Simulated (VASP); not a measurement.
A run of VASP 6.6.1 is set up as follows.

Contents of POSCAR:

```
Zn
1.0
    0.0000000000      1.9268345099      1.9268345099
    1.9268345099      0.0000000000      1.9268345099
    1.9268345099      1.9268345099      0.0000000000
Zn
1
Direct
    0.0000000000      0.0000000000      0.0000000000
```

Contents of INCAR.step1:

```
SYSTEM = Zn
ALGO     = Normal         ! electronic algorithm
EDIFF    = 1E-4           ! SCF threshold, eV
ENCUT    = 520            ! plane-wave cutoff, eV
GGA      = PE             ! functional
ISMEAR   = 0              ! smearing method
LASPH    = .True.         ! aspherical terms in the spheres
LCHARG   = .False.        ! write CHGCAR
LREAL    = .False.        ! projectors in reciprocal space
LWAVE    = .True.         ! write WAVECAR
NBANDS   = 12             ! bands
NELM     = 80             ! most SCF steps
PREC     = Accurate       ! precision mode
SIGMA    = 0.1            ! smearing width, eV
```

File INCAR.step2:

```
SYSTEM = Zn
ALGO     = Normal         ! electronic algorithm
EDIFF    = 1E-6           ! SCF threshold, eV
ENCUT    = 520            ! plane-wave cutoff, eV
ISIF     = 2              ! what is computed and relaxed
ISMEAR   = 0              ! smearing method
ISTART   = 1            
LASPH    = .True.         ! aspherical terms in the spheres
LCHARG   = .False.        ! write CHGCAR
LMIXTAU  = .True.       
LREAL    = .False.        ! projectors in reciprocal space
LWAVE    = .False.        ! write WAVECAR
METAGGA  = R2SCAN         ! meta-GGA
NBANDS   = 12             ! bands
NELM     = 80             ! most SCF steps
PREC     = Accurate       ! precision mode
SIGMA    = 0.1            ! smearing width, eV
```

Contents of KPOINTS:

```
k-points
0
Gamma
  24 24 24
  0 0 0
```

Potentials or basis: VASP PAW PBE potentials, release 64 (Zn).

Launch:

```bash
$ cat potpaw_PBE.64/Zn/POTCAR > POTCAR
$ cp INCAR.step1 INCAR
$ mpirun -np 1 vasp_std > vasp.out
$ cp INCAR.step2 INCAR
$ mpirun -np 1 vasp_std > vasp.out
```

(1) What does it give for the band gap on the k mesh?

(2) Predict the pressure.

Results:

(1) zero (bands 6 and 7 overlap by 3.60 eV).

(2) 0.4 GPa.

Caveat: the PAW data sets were made with another functional, which shifts forces and pressure a little.
